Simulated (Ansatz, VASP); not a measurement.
Two plane-wave programs on Be5Te2

```
CELL_PARAMETERS angstrom
3.83672 -0.00086 0.00156
-1.91907 3.32296 -0.00061
0.00262 0.00323 9.61964
ATOMIC_POSITIONS crystal
Be 0.99946 0.99930 0.99998
Be 0.66614 0.33266 0.99054
Be 0.33284 0.66595 0.00949
Be 0.67221 0.33310 0.41748
Be 0.32858 0.66797 0.58251
Te 0.33948 0.66645 0.31548
Te 0.66128 0.33457 0.68451
```

Change from the starting cell: cell x1, atoms moved at random (sigma 0.15 Å) and cell strained at random (1.5 %), then relaxed without symmetry.

Alike in both runs: functional PBE; k mesh 6 × 6 × 2; occupations gaussian, width 0.2 eV; no spin polarisation.

Ansatz relaxed the structure, and its values are those at the end. VASP's run is a single point on that final structure, the one shown.

|  | VASP | Ansatz |
| --- | --- | --- |
| version | VASP 6.6.1 | Ansatz 0.2.0 |
| potentials or method | VASP PAW PBE potentials, release 64 (Be, Te), cutoff 520 eV | scalar-relativistic, plane waves, PAW |
| valence electrons in the cell | 22 | 42 |

|  | VASP | Ansatz | Ansatz less VASP |
| --- | --- | --- | --- |
| gap on the k mesh at the Fermi level (eV) | none | none | - |
| pressure (GPa) | 0.1 | 0.0 | -0.14 |
| rms of the force components (eV/Å) | 0.012 | 0.001 | -0.0110 |

A gap of «none» marks a metal or a gap that the smearing closes. The functional is the same, so the differences come from potentials, cutoffs and numerics. VASP's potentials hold 22 valence electrons a cell and Ansatz's 42, so a difference there can come from the potentials and not from the codes.

Neither program's run includes spin-orbit coupling.
